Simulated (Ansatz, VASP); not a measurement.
One calculation of BAs, two programs

```
B As
1.0
     2.84922    0.00000    0.00000
     0.00000    2.84922    0.00000
     0.00000    0.00000    2.84922
B As
1 1
Direct
  0.00000 0.00000 0.00000
  0.50000 0.50000 0.50000
```

Alike in both runs: task single point; functional LDA; k mesh 6 × 6 × 6; occupations gaussian, width 0.05 eV; no spin polarisation.

|  | VASP | Ansatz |
| --- | --- | --- |
| version | VASP 6.6.1 | Ansatz 0.2.0 |
| potentials or method | VASP PAW LDA potentials, release 64 (B, As), cutoff 500 eV | scalar-relativistic, plane waves, PAW |
| valence electrons in the cell | 8 | 18 |

|  | VASP | Ansatz | Ansatz less VASP |
| --- | --- | --- | --- |
| gap on the k mesh at the Fermi level (eV) | none | none | - |
| pressure (GPa) | 7.0 | 6.4 | -0.66 |

LDA's correlation is that of Perdew and Zunger in VASP and of Perdew and Wang (1992) in Ansatz. A gap of «none» marks a metal or a gap that the smearing closes. VASP's potentials hold 8 valence electrons a cell and Ansatz's 18, so a difference there can come from the potentials and not from the codes.

The k mesh is coarse, so the values compare programs but aren't converged.
